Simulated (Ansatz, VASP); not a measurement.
**One calculation of GaN, two programs**

```xyz
2
Lattice="0.0000 2.1352 2.1352 2.1352 0.0000 2.1352 2.1352 2.1352 0.0000" Properties=species:S:1:pos:R:3 pbc="T T T"
Ga    0.0000    0.0000    0.0000
N     2.1352    2.1352    2.1352
```

Alike in both runs: functional B3LYP; k mesh 6 × 6 × 6; occupations fermi-dirac, width 0.05 eV; no spin polarisation.

|  | VASP | Ansatz |
| --- | --- | --- |
| version | VASP 6.6.1 | Ansatz 0.2.0 |
| potentials or method | VASP PAW PBE potentials, release 64 (Ga_d, N) | Ansatz PAW |
| plane-wave cutoff (eV) | 520 | 420 |
| valence electrons in the cell | 18 | 18 |
| task | single point | band structure |

Ansatz gave:

| Property | Result |
| --- | --- |
| gap on the k mesh at the Fermi level (eV) | 1.79 |
| least direct gap on the mesh (eV) | 3.98 |
| pressure (GPa) | -2.3 |

Q: What did VASP give for the same quantities?

A: gap on the k mesh at the Fermi level (eV): 1.84; least direct gap on the mesh (eV): 4.03; pressure (GPa): -1.0.

VASP's potentials were made for PBE, not for B3LYP.

The k mesh is coarse, so the values compare programs but aren't converged.
